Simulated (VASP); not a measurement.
A run of VASP 6.6.1 is set up as follows.

Contents of INCAR:

```
SYSTEM = W
ALGO = Fast
EDIFF = 1E-6
ENCUT = 520
GGA = PE
ISIF = 2
ISMEAR = -1
LASPH = .TRUE.
LCHARG = .FALSE.
LREAL = .FALSE.
LWAVE = .FALSE.
NBANDS = 36
NELM = 60
PREC = Accurate
SIGMA = 0.05
```

KPOINTS

```
k-points
0
G
  9 6 6
  0 0 0
```

The input POSCAR:

```
W
1.0
    2.8096620000      0.0000000000      0.0000000000
    0.0000000000      4.8638700000      0.0000000000
    0.0000000000      0.0000000000      4.9236950000
W
4
Direct
    0.7931720000      0.9368430000      0.7500000000
    0.2068280000      0.4368430000      0.7500000000
    0.2068280000      0.0631570000      0.2500000000
    0.7931720000      0.5631570000      0.2500000000
```

Potentials or basis: VASP PAW PBE potentials, release 64 (W_sv).

The run is started by

```console
$ cat potpaw_PBE.64/W_sv/POTCAR > POTCAR
$ mpirun -np 1 vasp_std > vasp.out
```

Q: Predict the largest force.

A: 0.094 eV/Å.

Q: Estimate the band gap on the k mesh.

A: Zero (bands 28 and 29 overlap by 1.23 eV).

Forces in eV/Å, atoms in the order of the input:
```
W   -0.071  0.062  0.000
W    0.071  0.062  0.000
W    0.071 -0.062  0.000
W   -0.071 -0.062  0.000
```

Caveat: spin-orbit coupling is left out, which moves the levels of the heavy elements.
